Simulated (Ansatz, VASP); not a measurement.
# Two plane-wave programs on Cd4Te

```xyz
5
Lattice="4.9581 0.0000 0.0000 0.0000 4.9581 0.0000 0.0000 0.0000 4.9581" Properties=species:S:1:pos:R:3 pbc="T T T"
Cd    2.4791    2.4791    2.4791
Cd    0.0000    2.4791    2.4791
Cd    2.4791    0.0000    2.4791
Cd    2.4791    2.4791    0.0000
Te    0.0000    0.0000    0.0000
```

Change from the starting cell: species swapped into the Mn4N type (Pm-3m, No. 221).

Alike in both runs: task relaxation of cell and atoms; functional PBE; k mesh 4 × 4 × 4; occupations gaussian, width 0.1 eV; no spin polarisation.

|  | VASP | Ansatz |
| --- | --- | --- |
| version | VASP 6.6.1 | Ansatz 0.2.0 |
| potentials or method | VASP PAW PBE potentials, release 64 (Cd, Te), cutoff 600 eV | scalar-relativistic, plane waves, PAW |
| valence electrons in the cell | 54 | 96 |

|  | VASP | Ansatz | Ansatz less VASP |
| --- | --- | --- | --- |
| gap on the k mesh at the Fermi level, each at its own relaxed structure (eV) | none | none | - |
| relaxed volume (Å³/atom) | 32.92 | 32.54 | -0.376 |
| relaxed cell length with the largest relative difference (Å) | 5.480 | 5.459 | -0.0209 |

A gap of «none» marks a metal or a gap that the smearing closes. VASP's potentials hold 54 valence electrons a cell and Ansatz's 96, so a difference there can come from the potentials and not from the codes.

Spin-orbit coupling is off throughout. Noted on VASP's run: the volume moved by over 15 % at a fixed basis, so the end points are rough.
